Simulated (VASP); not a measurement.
# BeAs2 (P4/nmm) in VASP: single point with PBE

Aim: the single point of BeAs2 with PBE.

Program: VASP 6.6.1. These are calculated values, not measurements. Logs are shortened: lines on timing, memory, paths and dates and some standing lists are left out, and cuts for length are marked.

## Step 1: The cell of the first run

The structure is tetragonal, space group P4/nmm (No. 129). Conventional cell: a = 3.596 Å, b = 3.596 Å, c = 7.365 Å, α = 90.00°, β = 90.00°, γ = 90.00°. Within 3.4 Å of As (site symmetry 4mm) lie 5 Be at 2.59 to 2.98 Å and 4 As at 3.02 Å. As (site symmetry -4m2) has 8 As at 2.54 to 3.02 Å and 4 Be at 2.65 Å within 3.4 Å. Be (site symmetry 4mm) has 9 As at 2.59 to 2.98 Å within 3.4 Å.

## Step 2: Single point, PBE

INCAR

```
SYSTEM = BeAs2
  ALGO = Normal
  EDIFF = 1E-6
  ENCUT = 520
  GGA = PE
  ISIF = 2
  ISMEAR = -1
  LASPH = .TRUE.
  LCHARG = .TRUE.
  LELF = .TRUE.
  LREAL = .FALSE.
  LVHAR = .TRUE.
  LWAVE = .FALSE.
  NBANDS = 21
  NELM = 60
  PREC = Accurate
  SIGMA = 0.1
```

KPOINTS

```
k-points
0
G
  9 9 5
  0 0 0
```

POSCAR

```
BeAs2
1.0
    3.5959170000      0.0000000000      0.0000000000
    0.0000000000      3.5959170000      0.0000000000
    0.0000000000      0.0000000000      7.3649230000
As Be
4 2
Direct
    0.0000000000      0.5000000000      0.3300000000
    0.5000000000      0.0000000000      0.6700000000
    0.0000000000      0.0000000000      0.0000000000
    0.5000000000      0.5000000000      0.0000000000
    0.0000000000      0.5000000000      0.7350000000
    0.5000000000      0.0000000000      0.2650000000
```

Potentials or basis: VASP PAW PBE potentials, release 64 (As, Be).

The run is started by

```
$ cat potpaw_PBE.64/As/POTCAR potpaw_PBE.64/Be/POTCAR > POTCAR
$ mpirun -np 1 vasp_std > vasp.out
```

OUTCAR:

```text
SYSTEM = BeAs2
   EDIFF = 1E-6
   ENCUT = 520
   GGA = PE
   ISIF = 2
   ISMEAR = -1
   LASPH = .TRUE.
   LREAL = .FALSE.
   NELM = 60
   PREC = Accurate

 ion  position               nearest neighbor table
   1  0.000  0.500  0.330-   6 2.59   6 2.59   6 2.59   6 2.59
   2  0.500  0.000  0.670-   5 2.59   5 2.59   5 2.59   5 2.59
   3  0.000  0.000  0.000-   4 2.54   4 2.54   4 2.54   4 2.54   5 2.65   6 2.65   6 2.65   5 2.65

   4  0.500  0.500  0.000-   3 2.54   3 2.54   3 2.54   3 2.54   6 2.65   6 2.65   5 2.65   5 2.65

   5  0.000  0.500  0.735-   2 2.59   2 2.59   2 2.59   2 2.59   3 2.65   4 2.65   4 2.65   3 2.65

   6  0.500  0.000  0.265-   1 2.59   1 2.59   1 2.59   1 2.59   4 2.65   4 2.65   3 2.65   3 2.65

  LATTYP: Found a simple tetragonal cell.
 ALAT       =     3.5959170000
 C/A-ratio  =     2.0481348707

  Lattice vectors:

 A1 = (   3.5959170000,   0.0000000000,   0.0000000000)
 A2 = (   0.0000000000,   3.5959170000,   0.0000000000)
 A3 = (   0.0000000000,   0.0000000000,   7.3649230000)

Analysis of symmetry for initial positions (statically):
=====================================================================
 Subroutine PRICEL returns:
 Original cell was already a primitive cell.

 Routine SETGRP: Setting up the symmetry group for a
 simple tetragonal supercell.

 Subroutine GETGRP returns: Found 16 space group operations
 (whereof  8 operations were pure point group operations)
 out of a pool of 16 trial point group operations.

The static configuration has the point symmetry D_2d.
 The point group associated with its full space group is D_4h.

Analysis of symmetry for dynamics (positions and initial velocities):
=====================================================================
 Subroutine PRICEL returns:
 Original cell was already a primitive cell.

 Routine SETGRP: Setting up the symmetry group for a
 simple tetragonal supercell.

 Subroutine GETGRP returns: Found 16 space group operations
 (whereof  8 operations were pure point group operations)
 out of a pool of 16 trial point group operations.

The dynamic configuration has the point symmetry D_2d.
 The point group associated with its full space group is D_4h.

 Subroutine INISYM returns: Found 16 space group operations
 (whereof  8 operations are pure point group operations),
 and found     1 'primitive' translations

----------------------------------------------------------------------------------------

                                     Primitive cell

  volume of cell :      95.2330

  direct lattice vectors                    reciprocal lattice vectors
     3.595917000  0.000000000  0.000000000     0.278093182  0.000000000  0.000000000
     0.000000000  3.595917000  0.000000000     0.000000000  0.278093182  0.000000000
     0.000000000  0.000000000  7.364923000     0.000000000  0.000000000  0.135778745

  length of vectors
     3.595917000  3.595917000  7.364923000     0.278093182  0.278093182  0.135778745

  position of ions in fractional coordinates (direct lattice)
     0.000000000  0.500000000  0.330000000
     0.500000000  0.000000000  0.670000000
     0.000000000  0.000000000  0.000000000
     0.500000000  0.500000000  0.000000000
     0.000000000  0.500000000  0.735000000
     0.500000000  0.000000000  0.265000000

  ion indices of the primitive-cell ions
   primitive index   ion index
                 1           1
                 2           2
                 3           3
                 4           4
                 5           5
                 6           6

----------------------------------------------------------------------------------------

 KPOINTS: k-points

Automatic generation of k-mesh.
 Grid dimensions read from file:
 generate k-points for:    9    9    5

 Generating k-lattice:

  Cartesian coordinates                     Fractional coordinates (reciprocal lattice)
     0.030899242  0.000000000  0.000000000     0.111111111  0.000000000  0.000000000
     0.000000000  0.030899242  0.000000000     0.000000000  0.111111111  0.000000000
     0.000000000  0.000000000  0.027155749     0.000000000  0.000000000  0.200000000

  Length of vectors
     0.030899242  0.030899242  0.027155749

  Shift w.r.t. Gamma in fractional coordinates (k-lattice)
     0.000000000  0.000000000  0.000000000

 Subroutine IBZKPT returns following result:
 ===========================================

 Found     45 irreducible k-points:

 Following reciprocal coordinates:
            Coordinates               Weight
  0.000000  0.000000  0.000000      1.000000
  0.111111  0.000000  0.000000      4.000000
  0.222222  0.000000  0.000000      4.000000
  0.333333  0.000000  0.000000      4.000000
  0.444444  0.000000  0.000000      4.000000
  0.111111  0.111111  0.000000      4.000000
[... 16 lines left out ...]
  0.333333  0.111111  0.200000     16.000000
  0.444444  0.111111  0.200000     16.000000
 [... further k-points ...]
   k-points           NKPTS =     45   k-points in BZ     NKDIM =     45   number of bands    NBANDS=     21
   number of dos      NEDOS =    301   number of ions     NIONS =      6
   total plane-waves  NPLWV =  43904
   dimension x,y,z NGX =    28 NGY =   28 NGZ =   56
   dimension x,y,z NGXF=    56 NGYF=   56 NGZF=  112
   ions per type =               4   2
   NGX,Y,Z   is equivalent  to a cutoff of  12.94, 12.94, 12.64 a.u.
   NGXF,Y,Z  is equivalent  to a cutoff of  25.89, 25.89, 25.28 a.u.
 SYSTEM =  BeAs2
   PREC   = accura    normal or accurate (medium, high low for compatibility)
   ISTART =      0    job   : 0-new  1-cont  2-samecut
   ICHARG =      2    charge: 1-file 2-atom 10-const
   ISPIN  =      1    spin polarized calculation?
   LNONCOLLINEAR =      F non collinear calculations
   LSORBIT =      F    spin-orbit coupling
   LASPH  =      T    aspherical Exc in radial PAW
   ENCUT  =  520.0 eV  38.22 Ry    6.18 a.u.   6.69  6.69 13.69*2*pi/ulx,y,z
   NELM   =     60;   NELMIN=  2; NELMDL= -5     # of ELM steps
   EDIFF  = 0.1E-05   stopping-criterion for ELM
   LREAL  =      F    real-space projection
   EDIFFG = 0.1E-04   stopping-criterion for IOM
   NSW    =      0    number of steps for IOM
   IBRION =     -1    ionic relax: 0-MD 1-quasi-New 2-CG
   NFREE  =      0    steps in history (QN), initial steepest desc. (CG)
   ISIF   =      2    stress and relaxation
   ISYM   =      2    0-nonsym 1-usesym 2-fastsym
   POTIM  = 0.5000    time-step for ionic-motion
   TEBEG  =    0.0;   TEEND  =   0.0 temperature during run
   PSTRESS=    0.0 pullay stress
   NELECT =      24.0000    total number of electrons
   NUPDOWN=      -1.0000    fix difference up-down
   EMIN   =  10.00;   EMAX   =-10.00  energy-range for DOS
   EFERMI =   0.00;   METHOD = LEGACY
   ISMEAR =    -1;   SIGMA  =   0.10  broadening in eV -4-tet -1-fermi 0-gaus
   EFERMI_NEDOS =   21; number of points for ismear=-14 and -15
   IALGO  =     38    algorithm
   IMIX   =      4    mixing-type and parameters
     AMIX     =   0.40;   BMIX     =  1.00
     AMIX_MAG =   1.60;   BMIX_MAG =  1.00
  volume/ion in A,a.u.               =      15.87       107.11
  Fermi-wavevector in a.u.,A,eV,Ry     =   1.034069  1.954107 14.548684  1.069298
  Thomas-Fermi vector in A             =   2.168346
   LORBIT       =      0    0 simple, 1 ext, 2 COOP (PROOUT), +10 PAW based schemes
   GGA     = PE    functional components
   LHFCALC =     F    Hartree Fock is set to
   AEXX    =    0.0000 exact exchange contribution
   IVDW    =     0    specifies the selected vdW correction
   LEPSILON=     F    determine dielectric tensor
   LRPA    =     F    only Hartree local field effects (RPA)
 non-spin polarized calculation
  energy-cutoff  :      520.00
  volume of cell :       95.23
 maximum number of plane-waves:      2582
 NGX is ok and might be reduce to    28
   NGX = 13   NGY = 13   NGZ = 27

 number of electron      23.9999997 magnetization

 Free energy of the ion-electron system (eV)
  ---------------------------------------------------
  ext. energy  EPLUGINS =         0.00000000
  ---------------------------------------------------
  free energy    TOTEN  =       -22.42705145 eV

  energy without entropy =      -22.32267300  energy(sigma->0) =      -22.37486222

 E-fermi :   6.4189     XC(G=0): -10.5290

 val. band max:        6.4102779057   @ k =   0.2222   0.1111   0.2000
 cond. band min:       6.4213465108   @ k =   0.4444   0.3333   0.4000
 fundamental gap:      0.0110686051
 Fermi energy:         6.4189377307

 k-point     1 :       0.0000    0.0000    0.0000
  band No.  band energies     occupation
      1      -9.7874      2.00000
      2      -5.3568      2.00000
      3      -5.1617      2.00000
      4      -0.2071      2.00000
      5       1.2181      2.00000
      6       1.3476      2.00000
[... 13 lines left out ...]
     20      12.2111      0.00000
     21      12.8313      0.00000

 k-point     2 :       0.1111    0.0000    0.0000
  band No.  band energies     occupation
      1      -9.6505      2.00000
      2      -5.2678      2.00000
      3      -5.0631      2.00000
      4      -1.3836      2.00000
      5       1.1393      2.00000
      6       1.4996      2.00000
[... 13 lines left out ...]
     20      12.3277      0.00000
     21      12.4851      0.00000

 k-point     3 :       0.2222    0.0000    0.0000
  band No.  band energies     occupation
      1      -9.2409      2.00000
      2      -5.0511      2.00000
      3      -4.7841      2.00000
      4      -3.0641      2.00000
      5       1.0398      2.00000
      6       1.9536      2.00000
[... 13 lines left out ...]
     20      12.1710      0.00000
     21      12.4511      0.00000

 k-point     4 :       0.3333    0.0000    0.0000
  band No.  band energies     occupation
      1      -8.5619      2.00000
      2      -5.2397      2.00000
      3      -4.3922      2.00000
      4      -4.1290      2.00000
      5       0.5602      2.00000
      6       1.0528      2.00000
[... 13 lines left out ...]
     20      11.1939      0.00000
     21      12.2596      0.00000

 k-point     5 :       0.4444    0.0000    0.0000
  band No.  band energies     occupation
      1      -7.6222      2.00000
      2      -6.4501      2.00000
      3      -4.0583      2.00000
      4      -4.0294      2.00000
      5       0.0640      2.00000
      6       0.1858      2.00000
[... 13 lines left out ...]
     20      10.1796      0.00000
     21      12.1376      0.00000

 k-point     6 :       0.1111    0.1111    0.0000
  band No.  band energies     occupation
      1      -9.5139      2.00000
      2      -5.1774      2.00000
      3      -4.9646      2.00000
      4      -1.8078      2.00000
      5       0.3618      2.00000
      6       1.6115      2.00000
[... 13 lines left out ...]
     20      12.0692      0.00000
     21      12.8622      0.00000

 k-point     7 :       0.2222    0.1111    0.0000
  band No.  band energies     occupation
      1      -9.1048      2.00000
      2      -4.9535      2.00000
      3      -4.6866      2.00000
      4      -3.0909      2.00000
      5       0.2843      2.00000
      6       1.5391      2.00000
[... 13 lines left out ...]
     20      11.1470      0.00000
     21      12.5420      0.00000
[... 291 lines left out ...]
      1      -7.6127      2.00000
      2      -6.4466      2.00000
      3      -4.2543      2.00000
      4      -3.9172      2.00000
      5       0.1863      2.00000
      6       0.5654      2.00000
[... 13 lines left out ...]
     20      10.4511      0.00000
     21      12.2684      0.00000

 k-point    21 :       0.1111    0.1111    0.2000
  band No.  band energies     occupation
      1      -9.5038      2.00000
      2      -5.6544      2.00000
      3      -4.3476      2.00000
      4      -1.8050      2.00000
      5       0.3213      2.00000
      6       1.0632      2.00000
[... 13 lines left out ...]
     20      12.1120      0.00000
     21      12.6270      0.00000

 k-point    22 :       0.2222    0.1111    0.2000
  band No.  band energies     occupation
      1      -9.0947      2.00000
      2      -5.3761      2.00000
      3      -4.1500      2.00000
      4      -3.0905      2.00000
      5       0.2860      2.00000
      6       1.1184      2.00000
[... 13 lines left out ...]
     20      11.5159      0.00000
     21      12.2050      0.00000

 k-point    23 :       0.3333    0.1111    0.2000
  band No.  band energies     occupation
      1      -8.4171      2.00000
      2      -5.2454      2.00000
      3      -4.3913      2.00000
      4      -3.8216      2.00000
      5       0.4682      2.00000
      6       1.0650      2.00000
[... 13 lines left out ...]
     20      10.9823      0.00000
     21      12.4043      0.00000

 k-point    24 :       0.4444    0.1111    0.2000
  band No.  band energies     occupation
      1      -7.4813      2.00000
      2      -6.3218      2.00000
      3      -4.1681      2.00000
      4      -3.8349      2.00000
      5       0.2833      2.00000
      6       0.6334      2.00000
[... 13 lines left out ...]
     20      11.3154      0.00000
     21      12.6224      0.00000

 [... further k-points ...]

------------------------ aborting loop because EDIFF is reached ----------------------------------------

  FORCE on cell =-STRESS in cart. coord.  units (eV):
  Direction    XX          YY          ZZ          XY          YZ          ZX
  --------------------------------------------------------------------------------------
  -------------------------------------------------------------------------------------
  Total        4.4280916      4.4280916      2.4690222      0.0000000      0.0000000      0.0000000
  in kB       74.4971494     74.4971494     41.5382352      0.0000000      0.0000000      0.0000000
  external PRESSURE =      63.5108446 kB  Pullay stress =       0.0000000 kB

 VOLUME and BASIS-vectors are now :
 -----------------------------------------------------------------------------
  energy-cutoff  :      520.00
  volume of cell :       95.23
      direct lattice vectors                 reciprocal lattice vectors
     3.595917000  0.000000000  0.000000000     0.278093182  0.000000000  0.000000000
     0.000000000  3.595917000  0.000000000     0.000000000  0.278093182  0.000000000
     0.000000000  0.000000000  7.364923000     0.000000000  0.000000000  0.135778745

 POSITION                                       TOTAL-FORCE (eV/Angst)
 -----------------------------------------------------------------------------------
      0.00000      1.79796      2.43042         0.000000     -0.000000      1.030546
      1.79796      0.00000      4.93450        -0.000000     -0.000000     -1.030546
      0.00000      0.00000      0.00000        -0.000000     -0.000000     -0.000000
      1.79796      1.79796      0.00000         0.000000      0.000000     -0.000000
      0.00000      1.79796      5.41322        -0.000000     -0.000000     -0.720443
      1.79796      0.00000      1.95170        -0.000000     -0.000000      0.720443
 -----------------------------------------------------------------------------------
    total drift:                                0.000000      0.000000     -0.000000

  FREE ENERGIE OF THE ION-ELECTRON SYSTEM (eV)
  ---------------------------------------------------
  free  energy   TOTEN  =       -22.4270514459 eV

  energy  without entropy=      -22.3226730015  energy(sigma->0) =      -22.37486222
```

Wall time 83 s (1 thread of Intel Xeon Platinum 8488C (Sapphire Rapids), shared host); peak memory 0.23 GiB.

Results:

```yaml
Free_energy: -22.4271 eV
Pressure: 6.4 GPa
Largest_force: 1.031 eV/Å
Band_gap_on_the_k_mesh: zero (band 12 reaches 7.21 eV, above the bottom of band 13 at 6.01 eV)
```

Forces in eV/Å, atoms in the order of the input:
```
As   0.000  0.000  1.031
As   0.000  0.000 -1.031
As   0.000  0.000  0.000
As   0.000  0.000  0.000
Be   0.000  0.000 -0.720
Be   0.000  0.000  0.720
```

Levels at points of the mesh, in eV from the Fermi level:
```tsv
k point	band 9	band 10	band 11	band 12	band 13	band 14	band 15	band 16
(0.00, 0.00, 0.00)	-0.90	-0.90	-0.62	-0.62	0.07	0.62	0.99	1.88
```

Caveat: forces of over 1 eV/Å act on the atoms, so gaps and moduli don't describe the material at rest.
